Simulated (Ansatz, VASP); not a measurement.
**Two plane-wave programs on CdTe**

POSCAR

```
CdTe
1.0
    0.0000000000      3.3016959673      3.3016959673
    3.3016959673      0.0000000000      3.3016959673
    3.3016959673      3.3016959673      0.0000000000
Cd Te
1 1
Direct
    0.0000000000      0.0000000000      0.0000000000
    0.2500000000      0.2500000000      0.2500000000
```

Contents of INCAR.step1:

```
PREC = Accurate ; ENCUT = 520
ISMEAR = 0 ; SIGMA = 0.05
LREAL = False ; LASPH = True
NELM = 100 ; NBANDS = 16
GGA = PE ; ALGO = Normal
EDIFF = 1E-4 ; LWAVE = True
LCHARG = False
```

File INCAR.step2:

```
PREC = Accurate ; ENCUT = 520
EDIFF = 1E-6 ; ISMEAR = 0
SIGMA = 0.05 ; LREAL = False
LASPH = True ; NELM = 100
ALGO = Normal ; ISIF = 2
LWAVE = False ; LCHARG = False
METAGGA = R2SCAN ; LMIXTAU = True
NBANDS = 16 ; ISTART = 1
```

KPOINTS

```
regular mesh
0
Gamma
  10 10 10
```

Input for Ansatz:

```yaml
crystal:
  lattice:
    - [0.0, 3.3016959673, 3.3016959673]
    - [3.3016959673, 0.0, 3.3016959673]
    - [3.3016959673, 3.3016959673, 0.0]
  atoms:
    - { symbol: Cd, position: [0.0, 0.0, 0.0] }
    - { symbol: Te, position: [0.25, 0.25, 0.25] }
basis:
  ecutwfc: 500
  ecutrho_ratio: 4
kpoints:
  mp_grid: { grid: [10, 10, 10] }
hamiltonian:
  xc: r2scan
scf:
  occupations: { method: gaussian, width: 0.05 }
output:
  forces: true
  stress: true
  eigenvalues: true
```

Alike in both runs: task single point; functional r2SCAN; k mesh 10 × 10 × 10; occupations gaussian, width 0.05 eV; no spin polarisation.

|  | VASP | Ansatz |
| --- | --- | --- |
| version | VASP 6.6.1 | Ansatz 0.2.0 |
| potentials or method | VASP PAW PBE potentials, release 64 (Cd, Te), cutoff 520 eV | scalar-relativistic, plane waves, PAW |
| valence electrons in the cell | 18 | 36 |

```tsv
	VASP	Ansatz	Ansatz less VASP
gap on the k mesh at the Fermi level (eV)	1.09	1.10	+0.008
least direct gap on the mesh (eV)	1.09	1.10	+0.008
pressure (GPa)	-0.7	-0.8	-0.10
```

VASP's potentials were made for PBE, not for r2SCAN. VASP's potentials hold 18 valence electrons a cell and Ansatz's 36, so a difference there can come from the potentials and not from the codes.

Neither program's run includes spin-orbit coupling.
